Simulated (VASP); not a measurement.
# Zr (I4/mmm) in VASP: a series of runs

Zr is run at these levels: LDA; tasks: single point.

Program: VASP 6.6.1. These are calculated values, not measurements. Logs are shortened: lines on timing, memory, paths and dates and some standing lists are left out, and cuts for length are marked.

### Step 1. The cell of the first run

Symmetry: I4/mmm, No. 139, tetragonal system. Conventional cell: a = 3.620 Å, b = 3.620 Å, c = 3.548 Å, α = 90.00°, β = 90.00°, γ = 90.00°. Zr (site symmetry 4/mmm) has 14 Zr at 3.11 to 3.62 Å within 4.1 Å.

### Step 2. Single point, LDA (zz strain of -2 %)

Contents of INCAR:

```
ALGO = Normal ; EDIFF = 1E-6
ENCUT = 520 ; GGA = CA
ISIF = 2 ; ISMEAR = -1
LASPH = True ; LCHARG = False
LREAL = False ; LWAVE = False
NBANDS = 12 ; NELM = 100
PREC = Accurate ; SIGMA = 0.03
```

Contents of KPOINTS:

```
k-points
0
Gamma
  16 16 16
```

Contents of POSCAR:

```
Zr
1.0
   -1.8100000000      1.8100000000      1.7738000000
    1.8100000000     -1.8100000000      1.7738000000
    1.8100000000      1.8100000000     -1.7738000000
Zr
1
Direct
    0.0000000000      0.0000000000      0.0000000000
```

Potentials or basis: VASP PAW LDA potentials, release 64 (Zr_sv).

The run is started by

```sh
cat potpaw_LDA.64/Zr_sv/POTCAR > POTCAR
mpirun -np 1 vasp_std > vasp.out
```

OUTCAR:

```text
EDIFF = 1E-6
   ENCUT = 520
   GGA = CA
   ISIF = 2
   ISMEAR = -1
   LASPH = True
   LREAL = False
   NELM = 100
   PREC = Accurate

 ion  position               nearest neighbor table
   1  0.000  0.000  0.000-

  LATTYP: Found a body centered tetragonal cell.
 ALAT       =     3.6200000000
 C/A-ratio  =     0.9800000000

  Lattice vectors:

 A1 = (  -1.8100000000,   1.8100000000,   1.7738000000)
 A2 = (   1.8100000000,  -1.8100000000,   1.7738000000)
 A3 = (   1.8100000000,   1.8100000000,  -1.7738000000)

Analysis of symmetry for initial positions (statically):
=====================================================================
 Subroutine PRICEL returns:
 Original cell was already a primitive cell.

 Routine SETGRP: Setting up the symmetry group for a
 body centered tetragonal supercell.

 Subroutine GETGRP returns: Found 16 space group operations
 (whereof 16 operations were pure point group operations)
 out of a pool of 16 trial point group operations.

The static configuration has the point symmetry D_4h.

Analysis of symmetry for dynamics (positions and initial velocities):
=====================================================================
 Subroutine PRICEL returns:
 Original cell was already a primitive cell.

 Routine SETGRP: Setting up the symmetry group for a
 body centered tetragonal supercell.

 Subroutine GETGRP returns: Found 16 space group operations
 (whereof 16 operations were pure point group operations)
 out of a pool of 16 trial point group operations.

The dynamic configuration has the point symmetry D_4h.

 Subroutine INISYM returns: Found 16 space group operations
 (whereof 16 operations are pure point group operations),
 and found     1 'primitive' translations

----------------------------------------------------------------------------------------

                                     Primitive cell

  volume of cell :      23.2446

  direct lattice vectors                    reciprocal lattice vectors
    -1.810000000  1.810000000  1.773800000     0.000000000  0.276243094  0.281880708
     1.810000000 -1.810000000  1.773800000     0.276243094  0.000000000  0.281880708
     1.810000000  1.810000000 -1.773800000     0.276243094  0.276243094  0.000000000

  length of vectors
     3.114252148  3.114252148  3.114252148     0.394673258  0.394673258  0.390666730

  position of ions in fractional coordinates (direct lattice)
     0.000000000  0.000000000  0.000000000

  ion indices of the primitive-cell ions
   primitive index   ion index
                 1           1

----------------------------------------------------------------------------------------

 KPOINTS: k-points

Automatic generation of k-mesh.
 Grid dimensions read from file:
 generate k-points for:   16   16   16

 Generating k-lattice:

  Cartesian coordinates                     Fractional coordinates (reciprocal lattice)
     0.000000000  0.017265193  0.017617544     0.062500000 -0.000000000  0.000000000
     0.017265193  0.000000000  0.017617544    -0.000000000  0.062500000  0.000000000
     0.017265193  0.017265193  0.000000000     0.000000000  0.000000000  0.062500000

  Length of vectors
     0.024667079  0.024667079  0.024416671

  Shift w.r.t. Gamma in fractional coordinates (k-lattice)
     0.000000000  0.000000000  0.000000000

 Subroutine IBZKPT returns following result:
 ===========================================

 Found    349 irreducible k-points:

 Following reciprocal coordinates:
            Coordinates               Weight
  0.000000  0.000000  0.000000      1.000000
  0.062500  0.000000  0.000000      8.000000
  0.125000  0.000000  0.000000      8.000000
  0.187500  0.000000 -0.000000      8.000000
  0.250000  0.000000  0.000000      8.000000
  0.312500  0.000000  0.000000      8.000000
[... 16 lines left out ...]
 -0.125000  0.062500  0.000000     16.000000
 -0.062500  0.062500  0.000000      4.000000
 [... further k-points ...]
   k-points           NKPTS =    349   k-points in BZ     NKDIM =    349   number of bands    NBANDS=     12
   number of dos      NEDOS =    301   number of ions     NIONS =      1
   total plane-waves  NPLWV =  13824
   dimension x,y,z NGX =    24 NGY =   24 NGZ =   24
   dimension x,y,z NGXF=    48 NGYF=   48 NGZF=   48
   ions per type =               1
   NGX,Y,Z   is equivalent  to a cutoff of  12.81, 12.81, 12.81 a.u.
   NGXF,Y,Z  is equivalent  to a cutoff of  25.62, 25.62, 25.62 a.u.
 SYSTEM =  unknown system
   PREC   = accura    normal or accurate (medium, high low for compatibility)
   ISTART =      0    job   : 0-new  1-cont  2-samecut
   ICHARG =      2    charge: 1-file 2-atom 10-const
   ISPIN  =      1    spin polarized calculation?
   LNONCOLLINEAR =      F non collinear calculations
   LSORBIT =      F    spin-orbit coupling
   LASPH  =      T    aspherical Exc in radial PAW
   ENCUT  =  520.0 eV  38.22 Ry    6.18 a.u.   5.79  5.79  5.79*2*pi/ulx,y,z
   NELM   =    100;   NELMIN=  2; NELMDL= -5     # of ELM steps
   EDIFF  = 0.1E-05   stopping-criterion for ELM
   LREAL  =      F    real-space projection
   EDIFFG = 0.1E-04   stopping-criterion for IOM
   NSW    =      0    number of steps for IOM
   IBRION =     -1    ionic relax: 0-MD 1-quasi-New 2-CG
   NFREE  =      0    steps in history (QN), initial steepest desc. (CG)
   ISIF   =      2    stress and relaxation
   ISYM   =      2    0-nonsym 1-usesym 2-fastsym
   POTIM  = 0.5000    time-step for ionic-motion
   TEBEG  =    0.0;   TEEND  =   0.0 temperature during run
   PSTRESS=    0.0 pullay stress
   NELECT =      12.0000    total number of electrons
   NUPDOWN=      -1.0000    fix difference up-down
   EMIN   =  10.00;   EMAX   =-10.00  energy-range for DOS
   EFERMI =   0.00;   METHOD = LEGACY
   ISMEAR =    -1;   SIGMA  =   0.03  broadening in eV -4-tet -1-fermi 0-gaus
   EFERMI_NEDOS =   21; number of points for ismear=-14 and -15
   IALGO  =     38    algorithm
   IMIX   =      4    mixing-type and parameters
     AMIX     =   0.40;   BMIX     =  1.00
     AMIX_MAG =   1.60;   BMIX_MAG =  1.00
  volume/ion in A,a.u.               =      23.24       156.86
  Fermi-wavevector in a.u.,A,eV,Ry     =   1.313292  2.481762 23.466458  1.724736
  Thomas-Fermi vector in A             =   2.443625
   LORBIT       =      0    0 simple, 1 ext, 2 COOP (PROOUT), +10 PAW based schemes
   GGA     = CA    functional components
   LHFCALC =     F    Hartree Fock is set to
   AEXX    =    0.0000 exact exchange contribution
   IVDW    =     0    specifies the selected vdW correction
   LEPSILON=     F    determine dielectric tensor
   LRPA    =     F    only Hartree local field effects (RPA)
 non-spin polarized calculation
  energy-cutoff  :      520.00
  volume of cell :       23.24
 maximum number of plane-waves:       646
   NGX = 11   NGY = 11   NGZ = 11

 number of electron      12.0000000 magnetization

 Free energy of the ion-electron system (eV)
  ---------------------------------------------------
  ext. energy  EPLUGINS =         0.00000000
  ---------------------------------------------------
  free energy    TOTEN  =        -9.19359294 eV

  energy without entropy =       -9.18769659  energy(sigma->0) =       -9.19064476

 E-fermi :   8.5268     XC(G=0): -11.2963

 val. band max:        8.5267729589   @ k =   0.1875   0.1250   0.0000
 cond. band min:       8.5305426360   @ k =   0.3125   0.1875   0.1875
 fundamental gap:      0.0037696771
 Fermi energy:         8.5267813962

 k-point     1 :       0.0000    0.0000    0.0000
  band No.  band energies     occupation
      1     -39.6868      2.00000
      2     -17.3328      2.00000
      3     -17.3318      2.00000
      4     -17.3318      2.00000
      5       3.1807      2.00000
      6       9.4805      0.00000
      7       9.6777      0.00000
      8       9.6777      0.00000
      9      11.9617      0.00000
     10      12.2328      0.00000
     11      20.8660      0.00000
     12      20.8660      0.00000

 k-point     2 :       0.0625    0.0000    0.0000
  band No.  band energies     occupation
      1     -39.6809      2.00000
      2     -17.3727      2.00000
      3     -17.3443      2.00000
      4     -17.3328      2.00000
      5       3.3158      2.00000
      6       9.4536      0.00000
      7       9.6466      0.00000
      8       9.7434      0.00000
      9      11.9176      0.00000
     10      12.1393      0.00000
     11      21.0660      0.00000
     12      21.1106      0.00000

 k-point     3 :       0.1250    0.0000    0.0000
  band No.  band energies     occupation
      1     -39.6641      2.00000
      2     -17.4861      2.00000
      3     -17.3798      2.00000
      4     -17.3343      2.00000
      5       3.7029      2.00000
      6       9.2347      0.00000
      7       9.5153      0.00000
      8      10.1014      0.00000
      9      11.7358      0.00000
     10      12.0739      0.00000
     11      21.3902      0.00000
     12      21.8136      0.00000
[... 286 lines left out ...]
 k-point    23 :      -0.1250    0.0625    0.0000
  band No.  band energies     occupation
      1     -39.6698      2.00000
      2     -17.4500      2.00000
      3     -17.3580      2.00000
      4     -17.3415      2.00000
      5       3.5719      2.00000
      6       9.3473      0.00000
      7       9.4940      0.00000
      8      10.0406      0.00000
      9      11.6512      0.00000
     10      12.1985      0.00000
     11      21.2467      0.00000
     12      21.6637      0.00000

 k-point    24 :      -0.0625    0.0625    0.0000
  band No.  band energies     occupation
      1     -39.6811      2.00000
      2     -17.3722      2.00000
      3     -17.3447      2.00000
      4     -17.3317      2.00000
      5       3.3129      2.00000
      6       9.4592      0.00000
      7       9.5934      0.00000
      8       9.8057      0.00000
      9      11.8247      0.00000
     10      12.2250      0.00000
     11      20.9843      0.00000
     12      21.1932      0.00000

 [... further k-points ...]

------------------------ aborting loop because EDIFF is reached ----------------------------------------

  FORCE on cell =-STRESS in cart. coord.  units (eV):
  Direction    XX          YY          ZZ          XY          YZ          ZX
  --------------------------------------------------------------------------------------
  -------------------------------------------------------------------------------------
  Total       -1.1417003     -1.1417003     -1.2298549      0.0000000      0.0000000      0.0000000
  in kB      -78.6938696    -78.6938696    -84.7700944      0.0000000      0.0000000      0.0000000
  external PRESSURE =     -80.7192779 kB  Pullay stress =       0.0000000 kB

 VOLUME and BASIS-vectors are now :
 -----------------------------------------------------------------------------
  energy-cutoff  :      520.00
  volume of cell :       23.24
      direct lattice vectors                 reciprocal lattice vectors
    -1.810000000  1.810000000  1.773800000     0.000000000  0.276243094  0.281880708
     1.810000000 -1.810000000  1.773800000     0.276243094  0.000000000  0.281880708
     1.810000000  1.810000000 -1.773800000     0.276243094  0.276243094  0.000000000

 POSITION                                       TOTAL-FORCE (eV/Angst)
 -----------------------------------------------------------------------------------
      0.00000      0.00000      0.00000        -0.000000      0.000000      0.000000
 -----------------------------------------------------------------------------------
    total drift:                                0.000000      0.000000     -0.000000

  FREE ENERGIE OF THE ION-ELECTRON SYSTEM (eV)
  ---------------------------------------------------
  free  energy   TOTEN  =        -9.1935929373 eV

  energy  without entropy=       -9.1876965900  energy(sigma->0) =       -9.19064476
```

It took 62 s on 1 thread of Intel Xeon 8259CL, shared host; peak memory 0.2 GiB.

Results:

| Quantity | Value |
| --- | --- |
| Free energy | -9.1936 eV |
| Pressure | -8.1 GPa |
| Band gap on the k mesh | zero (bands 6 and 7 overlap by 1.81 eV) |

Caveat: the cell differs from its parent crystal (zz strain of -2 %); the cell stands under tension.

### Step 3. Single point, LDA (zz strain of -1 %)

Contents of INCAR:

```
ALGO     = Normal         # electronic algorithm
EDIFF    = 1E-6           # SCF threshold, eV
ENCUT    = 520            # plane-wave cutoff, eV
ISIF     = 2              # what is computed and relaxed
ISMEAR   = -1             # smearing method
LASPH    = T              # aspherical terms in the spheres
LCHARG   = F              # write CHGCAR
LREAL    = F              # projectors in reciprocal space
LWAVE    = F              # write WAVECAR
NBANDS   = 12             # bands
NELM     = 60             # most SCF steps
PREC     = Accurate       # precision mode
SIGMA    = 0.03           # smearing width, eV
```

KPOINTS is that of step 2.

Contents of POSCAR:

```
Zr
1.0
   -1.8100000000      1.8100000000      1.7919000000
    1.8100000000     -1.8100000000      1.7919000000
    1.8100000000      1.8100000000     -1.7919000000
Zr
1
Direct
    0.0000000000      0.0000000000      0.0000000000
```

Potentials or basis: VASP PAW LDA potentials, release 64 (Zr_sv).

The run is started by

```sh
cat potpaw_LDA.64/Zr_sv/POTCAR > POTCAR
mpirun -np 1 vasp_std > vasp.out
```

Wall time 69 s (1 thread of Intel Xeon 8259CL, shared host); peak memory 0.2 GiB.

It converged, with:

| Item | Value |
| --- | --- |
| Free energy | -9.1808 eV |
| Pressure | -8.8 GPa |
| Band gap on the k mesh | zero (bands 6 and 7 overlap by 1.78 eV) |

Stress tensor (GPa, compression positive):
```
-8.72  0.00  0.00
 0.00 -8.72  0.00
 0.00  0.00 -8.96
```

Levels at points of the mesh, in eV from the Fermi level:
```csv
k point,band 2,band 3,band 4,band 5,band 6,band 7,band 8,band 9,band 10,band 11
"(0.00, 0.00, 0.00)",-25.89,-25.89,-25.89,-5.33,1.01,1.11,1.11,3.47,3.61,12.35
"(0.50, 0.00, 0.00)",-26.85,-26.20,-25.90,-2.76,-0.71,1.66,3.55,4.21,6.24,10.02
"(0.50, 0.50, 0.00)",-26.85,-26.19,-25.90,-2.76,-0.61,1.60,3.43,4.14,6.22,10.06
"(0.50, 0.50, 0.50)",-26.56,-26.56,-26.54,-2.51,-2.48,5.56,5.56,5.59,7.28,7.28
```

Caveat: the cell differs from its parent crystal (zz strain of -1 %); the cell stands under tension.

### Step 4. Single point, LDA (zz strain of +1 %)

Contents of INCAR:

```
SYSTEM = Zr
ALGO = Normal
EDIFF = 1E-6
ENCUT = 520
GGA = CA
ISIF = 2
ISMEAR = -1
LASPH = .True.
LCHARG = .False.
LREAL = .False.
LWAVE = .False.
NBANDS = 12
NELM = 100
PREC = Accurate
SIGMA = 0.03
```

Contents of KPOINTS:

```
k-points
0
Gamma
  16 16 16
  0 0 0
```

Contents of POSCAR:

```
Zr
1.0
   -1.8100000000      1.8100000000      1.8281000000
    1.8100000000     -1.8100000000      1.8281000000
    1.8100000000      1.8100000000     -1.8281000000
Zr
1
Direct
    0.0000000000      0.0000000000      0.0000000000
```

The run is started by

```sh
cat potpaw_LDA.64/Zr_sv/POTCAR > POTCAR
mpirun -np 1 vasp_std > vasp.out
```

It took 71 s on 1 thread of Intel Xeon 8259CL, shared host; peak memory 0.21 GiB.

Results (log left out):

- Free energy: -9.1529 eV
- Pressure: -10.1 GPa
- Band gap on the k mesh: zero (bands 6 and 7 overlap by 1.73 eV)

Stress tensor (GPa, compression positive):
```
-10.20   0.00   0.00
  0.00 -10.20   0.00
  0.00   0.00  -9.99
```

Levels at points of the mesh, in eV from the Fermi level:
| k point | band 2 | band 3 | band 4 | band 5 | band 6 | band 7 | band 8 | band 9 | band 10 | band 11 |
| --- | --- | --- | --- | --- | --- | --- | --- | --- | --- | --- |
| (0.00, 0.00, 0.00) | -25.97 | -25.97 | -25.97 | -5.30 | 1.03 | 1.03 | 1.12 | 3.41 | 3.53 | 12.24 |
| (0.50, 0.00, 0.00) | -26.86 | -26.25 | -25.97 | -2.71 | -0.62 | 1.54 | 3.39 | 4.07 | 6.08 | 9.83 |
| (0.50, 0.50, 0.00) | -26.86 | -26.26 | -25.98 | -2.71 | -0.71 | 1.59 | 3.52 | 4.13 | 6.10 | 9.89 |
| (0.50, 0.50, 0.50) | -26.60 | -26.58 | -26.58 | -2.43 | -2.41 | 5.42 | 5.45 | 5.45 | 7.06 | 7.27 |

Caveat: the cell differs from its parent crystal (zz strain of +1 %); the cell stands under tension.

### Step 5. Single point, LDA (zz strain of +2 %)

Contents of INCAR:

```
SYSTEM = Zr
PREC = Accurate ; ENCUT = 520
EDIFF = 1E-7 ; ISMEAR = -1
SIGMA = 0.03 ; LREAL = .False.
LASPH = .True. ; NELM = 100
ALGO = Normal ; ISIF = 2
LWAVE = .False. ; LCHARG = .False.
GGA = CA ; NBANDS = 12
```

Contents of KPOINTS:

```
Automatic mesh
0
Gamma
  16 16 16
  0 0 0
```

Contents of POSCAR:

```
Zr
1.0
   -1.8100000000      1.8100000000      1.8462000000
    1.8100000000     -1.8100000000      1.8462000000
    1.8100000000      1.8100000000     -1.8462000000
Zr
1
Direct
    0.0000000000      0.0000000000      0.0000000000
```

The run is started by

```sh
cat potpaw_LDA.64/Zr_sv/POTCAR > POTCAR
mpirun -np 1 vasp_std > vasp.out
```

It took 80 s on 1 thread of Intel Xeon 8259CL, shared host; peak memory 0.21 GiB.

The run converged. Its results:

```yaml
Free_energy: -9.1378 eV
Pressure: -10.8 GPa
Band_gap_on_the_k_mesh: zero (bands 6 and 7 overlap by 1.68 eV)
```

Stress tensor (GPa, compression positive):
```
-10.89   0.00   0.00
  0.00 -10.89   0.00
  0.00   0.00 -10.48
```

Levels at points of the mesh, in eV from the Fermi level:
```tsv
k point	band 3	band 4	band 5	band 6	band 7	band 8	band 9	band 10
(0.00, 0.00, 0.00)	-26.00	-26.00	-5.28	1.00	1.00	1.18	3.31	3.56
(0.50, 0.00, 0.00)	-26.27	-26.00	-2.68	-0.57	1.48	3.29	4.03	5.99
(0.50, 0.50, 0.00)	-26.29	-26.02	-2.68	-0.76	1.59	3.56	4.12	6.03
(0.50, 0.50, 0.50)	-26.59	-26.59	-2.40	-2.36	5.34	5.39	5.39	6.85
```

Caveat: the cell differs from its parent crystal (zz strain of +2 %); the cell stands under tension.

### Step 6. The runs side by side

| cell | gap on the mesh (eV) | pressure (GPa) |
| --- | --- | --- |
| a = 3.114 Å, angles 108.9, 108.9, 110.6°, 1 atom | none | -8.1 |
| a = 3.125 Å, angles 109.2, 109.2, 110.0°, 1 atom | none | -8.8 |
| a = 3.145 Å, angles 109.7, 109.7, 108.9°, 1 atom | none | -10.1 |
| a = 3.156 Å, angles 110.0, 110.0, 108.4°, 1 atom | none | -10.8 |

Alike in all rows: task single point; level LDA; potentials or basis VASP PAW LDA potentials, release 64 (Zr_sv); no spin polarisation; k mesh 16 × 16 × 16; cutoff (eV) 520; smearing fermi-dirac 0.03 eV.

Caveats: the cell stands under tension.

Total energies depend on the potentials used, so only differences within one code and one set of settings carry meaning.
